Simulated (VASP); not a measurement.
# MgO (Fm-3m) in VASP: single point with LDA

Aim: the single point of MgO with LDA.

Program: VASP 6.6.1. These are calculated values, not measurements. Logs are shortened: lines on timing, memory, paths and dates and some standing lists are left out, and cuts for length are marked.

## Step 1: The cell of the first run

Symmetry: Fm-3m, No. 225, cubic system. The conventional cell has a = 4.217 Å, b = 4.217 Å, c = 4.217 Å, α = 90.00°, β = 90.00°, γ = 90.00°. Mg (site symmetry m-3m) has 6 O at 2.11 Å within 2.8 Å. O (site symmetry m-3m) has 6 Mg at 2.11 Å within 2.8 Å.

## Step 2: Single point, LDA

Input file INCAR:

```
SYSTEM = MgO
ALGO     = Normal         ! electronic algorithm
EDIFF    = 1E-6           ! SCF threshold, eV
ENCUT    = 600            ! plane-wave cutoff, eV
GGA      = CA             ! functional
GGA_COMPAT= .FALSE.      
ISIF     = 2              ! what is computed and relaxed
ISMEAR   = 0              ! smearing method
LASPH    = .TRUE.         ! aspherical terms in the spheres
LCHARG   = .FALSE.        ! write CHGCAR
LREAL    = .FALSE.        ! projectors in reciprocal space
LWAVE    = .FALSE.        ! write WAVECAR
NBANDS   = 11             ! bands
NELM     = 120            ! most SCF steps
PREC     = Accurate       ! precision mode
SIGMA    = 0.01           ! smearing width, eV
```

Input file KPOINTS:

```
k-points
0
G
  9 9 9
  0 0 0
```

Input file POSCAR:

```
MgO
1.0
    0.0000000000      2.1085000000      2.1085000000
    2.1085000000      0.0000000000      2.1085000000
    2.1085000000      2.1085000000      0.0000000000
Mg O
1 1
Direct
    0.0000000000      0.0000000000      0.0000000000
    0.5000000000      0.5000000000      0.5000000000
```

Potentials or basis: VASP PAW LDA potentials, release 64 (Mg, O).

Started as:

```bash
$ cat potpaw_LDA.64/Mg/POTCAR potpaw_LDA.64/O/POTCAR > POTCAR
$ mpirun -np 1 vasp_std > vasp.out
```

OUTCAR:

```text
SYSTEM = MgO
   EDIFF = 1E-6
   ENCUT = 600
   GGA = CA
   ISIF = 2
   ISMEAR = 0
   LASPH = .TRUE.
   LREAL = .FALSE.
   NELM = 120
   PREC = Accurate

 ion  position               nearest neighbor table
   1  0.000  0.000  0.000-   2 2.11   2 2.11   2 2.11   2 2.11   2 2.11   2 2.11
   2  0.500  0.500  0.500-   1 2.11   1 2.11   1 2.11   1 2.11   1 2.11   1 2.11

  LATTYP: Found a face centered cubic cell.
 ALAT       =     4.2170000000

  Lattice vectors:

 A1 = (   0.0000000000,   2.1085000000,   2.1085000000)
 A2 = (   2.1085000000,   0.0000000000,   2.1085000000)
 A3 = (   2.1085000000,   2.1085000000,   0.0000000000)

Analysis of symmetry for initial positions (statically):
=====================================================================
 Subroutine PRICEL returns:
 Original cell was already a primitive cell.

 Routine SETGRP: Setting up the symmetry group for a
 face centered cubic supercell.

 Subroutine GETGRP returns: Found 48 space group operations
 (whereof 48 operations were pure point group operations)
 out of a pool of 48 trial point group operations.

The static configuration has the point symmetry O_h .

Analysis of symmetry for dynamics (positions and initial velocities):
=====================================================================
 Subroutine PRICEL returns:
 Original cell was already a primitive cell.

 Routine SETGRP: Setting up the symmetry group for a
 face centered cubic supercell.

 Subroutine GETGRP returns: Found 48 space group operations
 (whereof 48 operations were pure point group operations)
 out of a pool of 48 trial point group operations.

The dynamic configuration has the point symmetry O_h .

 Subroutine INISYM returns: Found 48 space group operations
 (whereof 48 operations are pure point group operations),
 and found     1 'primitive' translations

----------------------------------------------------------------------------------------

                                     Primitive cell

  volume of cell :      18.7478

  direct lattice vectors                    reciprocal lattice vectors
     0.000000000  2.108500000  2.108500000    -0.237135404  0.237135404  0.237135404
     2.108500000  0.000000000  2.108500000     0.237135404 -0.237135404  0.237135404
     2.108500000  2.108500000  0.000000000     0.237135404  0.237135404 -0.237135404

  length of vectors
     2.981869296  2.981869296  2.981869296     0.410730569  0.410730569  0.410730569

  position of ions in fractional coordinates (direct lattice)
     0.000000000  0.000000000  0.000000000
     0.500000000  0.500000000  0.500000000

  ion indices of the primitive-cell ions
   primitive index   ion index
                 1           1
                 2           2

----------------------------------------------------------------------------------------

 KPOINTS: k-points

Automatic generation of k-mesh.
 Grid dimensions read from file:
 generate k-points for:    9    9    9

 Generating k-lattice:

  Cartesian coordinates                     Fractional coordinates (reciprocal lattice)
    -0.026348378  0.026348378  0.026348378     0.111111111  0.000000000  0.000000000
     0.026348378 -0.026348378  0.026348378     0.000000000  0.111111111  0.000000000
     0.026348378  0.026348378 -0.026348378     0.000000000  0.000000000  0.111111111

  Length of vectors
     0.045636730  0.045636730  0.045636730

  Shift w.r.t. Gamma in fractional coordinates (k-lattice)
     0.000000000  0.000000000  0.000000000

 Subroutine IBZKPT returns following result:
 ===========================================

 Found     35 irreducible k-points:

 Following reciprocal coordinates:
            Coordinates               Weight
  0.000000  0.000000  0.000000      1.000000
  0.111111  0.000000  0.000000      8.000000
  0.222222  0.000000  0.000000      8.000000
  0.333333  0.000000  0.000000      8.000000
  0.444444  0.000000  0.000000      8.000000
  0.111111  0.111111  0.000000      6.000000
[... 16 lines left out ...]
 -0.333333  0.333333  0.000000     12.000000
  0.444444  0.444444  0.000000      6.000000
 [... further k-points ...]
   k-points           NKPTS =     35   k-points in BZ     NKDIM =     35   number of bands    NBANDS=     11
   number of dos      NEDOS =    301   number of ions     NIONS =      2
   total plane-waves  NPLWV =  13824
   dimension x,y,z NGX =    24 NGY =   24 NGZ =   24
   dimension x,y,z NGXF=    48 NGYF=   48 NGZF=   48
   ions per type =               1   1
   NGX,Y,Z   is equivalent  to a cutoff of  13.38, 13.38, 13.38 a.u.
   NGXF,Y,Z  is equivalent  to a cutoff of  26.76, 26.76, 26.76 a.u.
 SYSTEM =  MgO
   PREC   = accura    normal or accurate (medium, high low for compatibility)
   ISTART =      0    job   : 0-new  1-cont  2-samecut
   ICHARG =      2    charge: 1-file 2-atom 10-const
   ISPIN  =      1    spin polarized calculation?
   LNONCOLLINEAR =      F non collinear calculations
   LSORBIT =      F    spin-orbit coupling
   LASPH  =      T    aspherical Exc in radial PAW
   ENCUT  =  600.0 eV  44.10 Ry    6.64 a.u.   5.96  5.96  5.96*2*pi/ulx,y,z
   NELM   =    120;   NELMIN=  2; NELMDL= -5     # of ELM steps
   EDIFF  = 0.1E-05   stopping-criterion for ELM
   LREAL  =      F    real-space projection
   EDIFFG = 0.1E-04   stopping-criterion for IOM
   NSW    =      0    number of steps for IOM
   IBRION =     -1    ionic relax: 0-MD 1-quasi-New 2-CG
   NFREE  =      0    steps in history (QN), initial steepest desc. (CG)
   ISIF   =      2    stress and relaxation
   ISYM   =      2    0-nonsym 1-usesym 2-fastsym
   POTIM  = 0.5000    time-step for ionic-motion
   TEBEG  =    0.0;   TEEND  =   0.0 temperature during run
   PSTRESS=    0.0 pullay stress
   NELECT =       8.0000    total number of electrons
   NUPDOWN=      -1.0000    fix difference up-down
   EMIN   =  10.00;   EMAX   =-10.00  energy-range for DOS
   EFERMI =   0.00;   METHOD = LEGACY
   ISMEAR =     0;   SIGMA  =   0.01  broadening in eV -4-tet -1-fermi 0-gaus
   EFERMI_NEDOS =   21; number of points for ismear=-14 and -15
   IALGO  =     38    algorithm
   IMIX   =      4    mixing-type and parameters
     AMIX     =   0.40;   BMIX     =  1.00
     AMIX_MAG =   1.60;   BMIX_MAG =  1.00
  volume/ion in A,a.u.               =       9.37        63.26
  Fermi-wavevector in a.u.,A,eV,Ry     =   1.232503  2.329092 20.668107  1.519063
  Thomas-Fermi vector in A             =   2.367270
   LORBIT       =      0    0 simple, 1 ext, 2 COOP (PROOUT), +10 PAW based schemes
   GGA     = CA    functional components
   LHFCALC =     F    Hartree Fock is set to
   AEXX    =    0.0000 exact exchange contribution
   IVDW    =     0    specifies the selected vdW correction
   LEPSILON=     F    determine dielectric tensor
   LRPA    =     F    only Hartree local field effects (RPA)
 non-spin polarized calculation
 Gauss-broadening in eV      SIGMA  =   0.01
  energy-cutoff  :      600.00
  volume of cell :       18.75
 maximum number of plane-waves:       637
   NGX = 11   NGY = 11   NGZ = 11

 number of electron       8.0000005 magnetization

 Free energy of the ion-electron system (eV)
  ---------------------------------------------------
  ext. energy  EPLUGINS =         0.00000000
  ---------------------------------------------------
  free energy    TOTEN  =       -13.42477759 eV

  energy without entropy =      -13.42477759  energy(sigma->0) =      -13.42477759

 E-fermi :   3.0154     XC(G=0): -11.5747

 val. band max:        2.8516506756   @ k =   0.0000   0.0000   0.0000
 cond. band min:       7.4752282171   @ k =   0.0000   0.0000   0.0000
 fundamental gap:      4.6235775415
 Fermi energy:         3.0153530703

 k-point     1 :       0.0000    0.0000    0.0000
  band No.  band energies     occupation
      1     -14.1312      2.00000
      2       2.8517      2.00000
      3       2.8517      2.00000
      4       2.8517      2.00000
      5       7.4752      0.00000
      6      18.3602      0.00000
      7      18.3602      0.00000
      8      18.3602      0.00000
      9      22.3755      0.00000
     10      24.0145      0.00000
     11      24.0145      0.00000

 k-point     2 :       0.1111    0.0000    0.0000
  band No.  band energies     occupation
      1     -13.9968      2.00000
      2       2.0607      2.00000
      3       2.7678      2.00000
      4       2.7678      2.00000
      5       8.2223      0.00000
      6      16.9446      0.00000
      7      18.6484      0.00000
      8      18.6484      0.00000
      9      23.1429      0.00000
     10      23.1429      0.00000
     11      24.2136      0.00000

 k-point     3 :       0.2222    0.0000    0.0000
  band No.  band energies     occupation
      1     -13.6342      2.00000
      2       0.5456      2.00000
      3       2.5638      2.00000
      4       2.5638      2.00000
      5       9.5224      0.00000
      6      15.4080      0.00000
      7      19.1404      0.00000
      8      19.1404      0.00000
      9      22.5423      0.00000
     10      22.5423      0.00000
     11      24.6136      0.00000

 k-point     4 :       0.3333    0.0000    0.0000
  band No.  band energies     occupation
      1     -13.1742      2.00000
      2      -0.8639      2.00000
      3       2.3450      2.00000
      4       2.3450      2.00000
      5      10.3539      0.00000
      6      14.9338      0.00000
      7      19.0928      0.00000
      8      19.0928      0.00000
      9      23.3913      0.00000
     10      23.3913      0.00000
     11      23.8867      0.00000
[... 239 lines left out ...]
 k-point    22 :      -0.4444    0.3333    0.0000
  band No.  band energies     occupation
      1     -12.5336      2.00000
      2      -0.8764      2.00000
      3       0.4655      2.00000
      4       1.6775      2.00000
      5      12.5747      0.00000
      6      14.0118      0.00000
      7      15.3150      0.00000
      8      20.6216      0.00000
      9      20.8843      0.00000
     10      28.0555      0.00000
     11      29.5239      0.00000

 k-point    23 :      -0.3333    0.3333    0.0000
  band No.  band energies     occupation
      1     -12.5484      2.00000
      2      -0.4218      2.00000
      3      -0.2591      2.00000
      4       1.8386      2.00000
      5      12.9397      0.00000
      6      14.8328      0.00000
      7      15.0403      0.00000
      8      20.2398      0.00000
      9      21.3699      0.00000
     10      25.7317      0.00000
     11      29.9208      0.00000

 k-point    24 :       0.4444    0.4444    0.0000
  band No.  band energies     occupation
      1     -12.5701      2.00000
      2      -1.2134      2.00000
      3       1.5184      2.00000
      4       1.5184      2.00000
      5      11.8422      0.00000
      6      12.5104      0.00000
      7      15.7098      0.00000
      8      21.3445      0.00000
      9      21.3445      0.00000
     10      28.0898      0.00000
     11      28.9877      0.00000

 [... further k-points ...]

------------------------ aborting loop because EDIFF is reached ----------------------------------------

  FORCE on cell =-STRESS in cart. coord.  units (eV):
  Direction    XX          YY          ZZ          XY          YZ          ZX
  --------------------------------------------------------------------------------------
  -------------------------------------------------------------------------------------
  Total       -0.9916325     -0.9916325     -0.9916325      0.0000000      0.0000000     -0.0000000
  in kB      -84.7443030    -84.7443030    -84.7443030      0.0000000      0.0000000     -0.0000000
  external PRESSURE =     -84.7443030 kB  Pullay stress =       0.0000000 kB

 VOLUME and BASIS-vectors are now :
 -----------------------------------------------------------------------------
  energy-cutoff  :      600.00
  volume of cell :       18.75
      direct lattice vectors                 reciprocal lattice vectors
     0.000000000  2.108500000  2.108500000    -0.237135404  0.237135404  0.237135404
     2.108500000  0.000000000  2.108500000     0.237135404 -0.237135404  0.237135404
     2.108500000  2.108500000  0.000000000     0.237135404  0.237135404 -0.237135404

 POSITION                                       TOTAL-FORCE (eV/Angst)
 -----------------------------------------------------------------------------------
      0.00000      0.00000      0.00000         0.000000      0.000000      0.000000
      2.10850      2.10850      2.10850        -0.000000     -0.000000     -0.000000
 -----------------------------------------------------------------------------------
    total drift:                               -0.000000     -0.000000      0.000000

  FREE ENERGIE OF THE ION-ELECTRON SYSTEM (eV)
  ---------------------------------------------------
  free  energy   TOTEN  =       -13.4247775864 eV

  energy  without entropy=      -13.4247775864  energy(sigma->0) =      -13.42477759
```

Wall time 3.6 s (1 thread of AMD EPYC 9R45 (Zen 5), shared host); peak memory 0.1 GiB.

What came out:

```yaml
Free_energy: -13.4248 eV
Pressure: -8.5 GPa
Band_gap_on_the_k_mesh: 4.62 eV
```

Caveat: the cell stands under tension.
